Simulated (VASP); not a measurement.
# TiC in VASP: relaxation of the atoms with PBE

Aim: the relaxation of the atoms of TiC with PBE.

Everything below comes from runs of VASP 6.6.1. Logs are shortened: lines on timing, memory, paths and dates and some standing lists are left out, and cuts for length are marked.

## (1) The cell of the first run

The cell holds a slab with vacuum, 4 atoms: a = 3.064 Å, b = 3.064 Å, c = 18.166 Å, α = 90.00°, β = 90.00°, γ = 90.00°.

## (2) Relaxation of the atoms, PBE

Input file INCAR:

```
PREC = Accurate
ENCUT = 520
EDIFF = 1E-6
ISMEAR = -1
SIGMA = 0.05
LREAL = False
LASPH = True
NELM = 80
ALGO = Normal
ISIF = 2
LWAVE = False
LCHARG = False
LDIPOL = True
IDIPOL = 3
DIPOL = 0.5 0.5 0.500
GGA = PE
IBRION = 2
NSW = 32
EDIFFG = -0.01
```

Input file KPOINTS:

```
regular mesh
0
Gamma
  13 13 1
```

Input file POSCAR:

```
TiC
1.0
    3.0637012665      0.0000000000      0.0000000000
    0.0000000000      3.0637012665      0.0000000000
    0.0000000000      0.0000000000     18.1664000000
Ti C
2 2
Direct
    0.0000000000      0.0000000000      0.4441097570
    0.5000000000      0.5000000000      0.5558902573
    0.5000000000      0.5000000000      0.4403882599
    0.0000000000      0.0000000000      0.5596117259
```

Potentials or basis: VASP PAW PBE potentials, release 64 (Ti_sv, C).

On the command line:

```bash
$ cat potpaw_PBE.64/Ti_sv/POTCAR potpaw_PBE.64/C/POTCAR > POTCAR
$ mpirun -np 1 vasp_std > vasp.out
```

OUTCAR:

```text
PREC = Accurate
   ENCUT = 520
   EDIFF = 1E-6
   ISMEAR = -1
   LREAL = False
   LASPH = True
   NELM = 80
   ISIF = 2
   GGA = PE
   IBRION = 2
   NSW = 32
   EDIFFG = -0.01

 ion  position               nearest neighbor table
   1  0.000  0.000  0.444-   4 2.10   3 2.17   3 2.17   3 2.17   3 2.17
   2  0.500  0.500  0.556-   3 2.10   4 2.17   4 2.17   4 2.17   4 2.17
   3  0.500  0.500  0.440-   2 2.10   1 2.17   1 2.17   1 2.17   1 2.17
   4  0.000  0.000  0.560-   1 2.10   2 2.17   2 2.17   2 2.17   2 2.17

  LATTYP: Found a simple tetragonal cell.
 ALAT       =     3.0637012665
 C/A-ratio  =     5.9295598427

  Lattice vectors:

 A1 = (   3.0637012665,   0.0000000000,   0.0000000000)
 A2 = (   0.0000000000,   3.0637012665,   0.0000000000)
 A3 = (   0.0000000000,   0.0000000000,  18.1664000000)

Analysis of symmetry for initial positions (statically):
=====================================================================
 Subroutine PRICEL returns:
 Original cell was already a primitive cell.

 Routine SETGRP: Setting up the symmetry group for a
 simple tetragonal supercell.

 Subroutine GETGRP returns: Found 16 space group operations
 (whereof  8 operations were pure point group operations)
 out of a pool of 16 trial point group operations.

The static configuration has the point symmetry C_4v.
 The point group associated with its full space group is D_4h.

Analysis of symmetry for dynamics (positions and initial velocities):
=====================================================================
 Subroutine PRICEL returns:
 Original cell was already a primitive cell.

 Routine SETGRP: Setting up the symmetry group for a
 simple tetragonal supercell.

 Subroutine GETGRP returns: Found 16 space group operations
 (whereof  8 operations were pure point group operations)
 out of a pool of 16 trial point group operations.

The dynamic configuration has the point symmetry C_4v.
 The point group associated with its full space group is D_4h.

 Subroutine INISYM returns: Found 16 space group operations
 (whereof  8 operations are pure point group operations),
 and found     1 'primitive' translations

----------------------------------------------------------------------------------------

                                     Primitive cell
[... 100 lines left out ...]
   NFREE  =      1    steps in history (QN), initial steepest desc. (CG)
   ISIF   =      2    stress and relaxation
   ISYM   =      2    0-nonsym 1-usesym 2-fastsym
   POTIM  = 0.5000    time-step for ionic-motion
   TEBEG  =    0.0;   TEEND  =   0.0 temperature during run
   PSTRESS=    0.0 pullay stress
   NELECT =      32.0000    total number of electrons
   NUPDOWN=      -1.0000    fix difference up-down
   EMIN   =  10.00;   EMAX   =-10.00  energy-range for DOS
   EFERMI =   0.00;   METHOD = LEGACY
   ISMEAR =    -1;   SIGMA  =   0.05  broadening in eV -4-tet -1-fermi 0-gaus
   EFERMI_NEDOS =   21; number of points for ismear=-14 and -15
   IALGO  =     38    algorithm
   IMIX   =      4    mixing-type and parameters
     AMIX     =   0.40;   BMIX     =  1.00
     AMIX_MAG =   1.60;   BMIX_MAG =  1.00
  volume/ion in A,a.u.               =      42.63       287.67
  Fermi-wavevector in a.u.,A,eV,Ry     =   0.937283  1.771209 11.952720  0.878500
  Thomas-Fermi vector in A             =   2.064379
   LORBIT       =      0    0 simple, 1 ext, 2 COOP (PROOUT), +10 PAW based schemes
   GGA     = PE    functional components
   LHFCALC =     F    Hartree Fock is set to
   AEXX    =    0.0000 exact exchange contribution
   IVDW    =     0    specifies the selected vdW correction
   LEPSILON=     F    determine dielectric tensor
   LRPA    =     F    only Hartree local field effects (RPA)
 conjugate gradient relaxation of ions
 non-spin polarized calculation
  energy-cutoff  :      520.00
  volume of cell :      170.51
 maximum number of plane-waves:      4631
 NGX is ok and might be reduce to    24
   NGX = 11   NGY = 11   NGZ = 67

 dipolmoment           0.000000      0.000000     -0.000000 electrons x Angstroem

 number of electron      32.0000011 magnetization

 dipolmoment           0.000000      0.000000      0.000002 electrons x Angstroem

 Free energy of the ion-electron system (eV)
  ---------------------------------------------------
  ext. energy  EPLUGINS =         0.00000000
  ---------------------------------------------------
  free energy    TOTEN  =       -35.36018598 eV

  energy without entropy =      -35.35410059  energy(sigma->0) =      -35.35714329

 E-fermi :  -0.6199     XC(G=0):  -3.9662

 val. band max:       -0.6389997666   @ k =   0.0000   0.0000   0.0000
 cond. band min:      -0.5843928370   @ k =   0.3846   0.3846   0.0000
 fundamental gap:      0.0546069296
 Fermi energy:        -0.6199306688

 k-point     1 :       0.0000    0.0000    0.0000
  band No.  band energies     occupation
      1     -57.4056      2.00000
      2     -57.3364      2.00000
      3     -33.9488      2.00000
      4     -33.6921      2.00000
      5     -33.4908      2.00000
      6     -33.4908      2.00000
[... 541 lines left out ...]
     19       2.1906      0.00000
     20       2.5553      0.00000

 [... further k-points ...]

------------------------ aborting loop because EDIFF is reached ----------------------------------------

 vacuum level on the upper side and lower side of the slab       (xc-potential included)        -0.160        -0.160

  FORCE on cell =-STRESS in cart. coord.  units (eV):
  Direction    XX          YY          ZZ          XY          YZ          ZX
  --------------------------------------------------------------------------------------
  -------------------------------------------------------------------------------------
  Total       -3.5627123     -3.5627123     -0.0262294      0.0000000      0.0000000      0.0000000
  in kB      -33.4756969    -33.4756969     -0.2464552      0.0000000      0.0000000      0.0000000
  external PRESSURE =     -22.3992830 kB  Pullay stress =       0.0000000 kB

 VOLUME and BASIS-vectors are now :
 -----------------------------------------------------------------------------
  energy-cutoff  :      520.00
  volume of cell :      170.51
      direct lattice vectors                 reciprocal lattice vectors
     3.063701266  0.000000000  0.000000000     0.326402581  0.000000000  0.000000000
     0.000000000  3.063701266  0.000000000     0.000000000  0.326402581  0.000000000
     0.000000000  0.000000000 18.166400000     0.000000000  0.000000000  0.055046680

 POSITION                                       TOTAL-FORCE (eV/Angst)
 -----------------------------------------------------------------------------------
      0.00000      0.00000      8.06788         0.000000      0.000000      0.004935
      1.53185      1.53185     10.09852        -0.000000     -0.000000     -0.004935
      1.53185      1.53185      8.00027         0.000000     -0.000000     -0.000556
      0.00000      0.00000     10.16613         0.000000      0.000000      0.000556
 -----------------------------------------------------------------------------------
    total drift:                                0.000000      0.000000      0.000413

  FREE ENERGIE OF THE ION-ELECTRON SYSTEM (eV)
  ---------------------------------------------------
  free  energy   TOTEN  =       -35.3601859822 eV

  energy  without entropy=      -35.3541005932  energy(sigma->0) =      -35.35714329

 reached required accuracy - stopping structural energy minimisation

 vacuum level on the upper side and lower side of the slab         3.115         3.115
```

OSZICAR:

```text
N       E                     dE             d eps       ncg     rms          rms(c)
DAV:   1     0.331131321763E+03    0.33113E+03   -0.16679E+04  1336   0.146E+03
DAV:   2     0.263028544978E+01   -0.32850E+03   -0.31873E+03  1368   0.427E+02
DAV:   3    -0.435361137779E+02   -0.46166E+02   -0.45139E+02  2016   0.143E+02
DAV:   4    -0.481129201284E+02   -0.45768E+01   -0.45664E+01  1688   0.405E+01
[... 14 lines left out ...]
DAV:  19    -0.353601539462E+02   -0.14784E-03   -0.32540E-05  1248   0.265E-02    0.235E-03
DAV:  20    -0.353601711360E+02   -0.17190E-04   -0.13770E-06  1072   0.752E-03    0.926E-04
DAV:  21    -0.353601832145E+02   -0.12079E-04   -0.11065E-06   984   0.454E-03    0.608E-04
DAV:  22    -0.353601857492E+02   -0.25347E-05   -0.24244E-07   864   0.349E-03    0.487E-04
DAV:  23    -0.353601859822E+02   -0.23297E-06   -0.58868E-08   828   0.168E-03
   1 F= -.35360186E+02 E0= -.35357143E+02  d E =-.353602E+02
```

It took 77 s on 1 thread of AMD EPYC 9R45 (Zen 5), shared host; peak memory 0.27 GiB.

What came out:

- Free energy: -35.3602 eV
- Largest force after relaxing: 0.005 eV/Å
- Band gap on the k mesh: zero (bands 16 and 17 overlap by 0.32 eV)

Forces in eV/Å, atoms in the order of the input:
```
Ti   0.000  0.000  0.005
Ti   0.000  0.000 -0.005
C    0.000  0.000 -0.001
C    0.000  0.000  0.001
```

Final structure:
```yaml
crystal:
  lattice:
    - [3.06370, 0.00000, 0.00000]
    - [0.00000, 3.06370, 0.00000]
    - [0.00000, 0.00000, 18.16640]
  atoms:
    - { symbol: Ti, position: [0.00000, 0.00000, 0.44411] }
    - { symbol: Ti, position: [0.50000, 0.50000, 0.55589] }
    - { symbol: C, position: [0.50000, 0.50000, 0.44039] }
    - { symbol: C, position: [0.00000, 0.00000, 0.55961] }
```

Caveat: the relaxation stopped at its first step, so nothing moved.

The gap in the log of VASP goes by the Fermi energy; the results here count the filled bands.